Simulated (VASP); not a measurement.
P: relaxation of cell and atoms with PBEsol+D3(BJ)

Crystal: P.

```
P
1.0
     2.39157    0.00000    0.00000
     0.00000    2.39157    0.00000
     0.00000    0.00000    2.39245
P
1
Direct
  0.00000 0.00000 0.00000
```

This isn't the form of P at room conditions, which is orthorhombic.

```
Program                : VASP 6.6.1
Task                   : relaxation of cell and atoms
Functional             : PBEsol
Dispersion             : D3(BJ)
Potentials or basis    : VASP PAW PBE potentials, release 64 (P)
Cutoff                 : 600 eV
k mesh                 : 18 × 18 × 18
Occupations            : gaussian, width 0.1 eV
Spin                   : no spin polarisation
Dipole correction      : no
Further INCAR settings : ALGO = Normal; EDIFF = 1e-06; IBRION = 2; EDIFFG = -0.005; NSW = 100; ISIF = 3
```

```json
{
 "Relaxed volume": "13.67 Å³/atom",
 "Relaxed cell": "a = 2.391 Å, b = 2.391 Å, c = 2.391 Å, α = 90.00°, β = 90.00°, γ = 90.00°",
 "Space group after relaxing (to 0.1 Å)": "Pm-3m (No. 221)",
 "Energy gained by relaxing": "0.0 meV/atom",
 "Ionic steps": "2",
 "Pressure after relaxing": "0.1 GPa",
 "Band gap on the k mesh": "zero (an odd number of electrons rules out a gap without spin polarisation)",
 "Dispersion energy per atom": "-0.415 eV"
}
```

Final structure:
```
CELL_PARAMETERS angstrom
2.39091 0.00000 0.00000
0.00000 2.39091 0.00000
0.00000 0.00000 2.39104
ATOMIC_POSITIONS crystal
P 0.00000 0.00000 0.00000
```

Levels at points of the mesh, in eV from the Fermi level:
```csv
k point,band 1,band 2,band 3,band 4,band 5,band 6
"(0.00, 0.00, 0.00)",-17.09,5.44,5.44,5.44,6.83,6.83
"(0.50, 0.00, 0.00)",-12.41,-9.19,8.55,8.55,9.57,14.72
"(0.50, 0.50, 0.00)",-7.30,-5.51,-5.51,0.57,11.44,17.44
"(0.00, 0.00, 0.50)",-12.41,-9.19,8.55,8.55,9.57,14.72
"(0.50, 0.00, 0.50)",-7.30,-5.51,-5.51,0.57,11.44,17.44
"(0.50, 0.50, 0.50)",-2.16,-2.16,-2.15,-0.79,4.50,4.50
```

It took 34 s on 1 thread of AMD EPYC 7R43 64-Core Processor (Zen 3) (shared host), peak memory 0.14 GiB.

Caveat: the PAW data sets were made with another functional, which shifts forces and pressure a little; an odd number of electrons without spin polarisation forces a metal; a magnetic or distorted state may lie lower.
